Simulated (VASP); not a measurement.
## ZrO2 (Cubic zirconia): single point with PBE

Crystal: ZrO2 (Cubic zirconia).

```xyz
3
Lattice="3.5850 0.0000 0.0000 1.7925 3.1047 0.0000 1.7925 1.0349 2.9272" Properties=species:S:1:pos:R:3 pbc="T T T"
Zr    0.0000    0.0000    0.0000
O     1.7925    1.0349    0.7318
O     5.3775    3.1047    2.1954
```

```json
{
 "Program": "VASP 6.6.1",
 "Task": "single point",
 "Functional": "PBE",
 "Potentials or basis": "VASP PAW PBE potentials, release 64 (Zr_sv, O)",
 "Cutoff": "600 eV",
 "k mesh": "7 × 7 × 7",
 "Occupations": "gaussian, width 0.01 eV",
 "Spin": "no spin polarisation",
 "Dipole correction": "no",
 "Further INCAR settings": "ALGO = Normal; EDIFF = 1e-06; NBANDS = 19"
}
```

```
Pressure               : 6.9 GPa
Band gap on the k mesh : 3.48 eV, indirect (least direct gap 3.92 eV)
```

Levels at points of the mesh, in eV from the valence-band top:
| k point | band 9 | band 10 | band 11 | band 12 | band 13 | band 14 | band 15 | band 16 |
| --- | --- | --- | --- | --- | --- | --- | --- | --- |
| (0.00, 0.00, 0.00) | -5.21 | -0.45 | -0.45 | -0.45 | 3.48 | 3.48 | 6.76 | 9.60 |

Run time: 20 s on 1 thread of AMD EPYC 7R13 Processor (Zen 3), with other jobs on the host, peak memory 0.14 GiB.

A k mesh can miss the band edges.
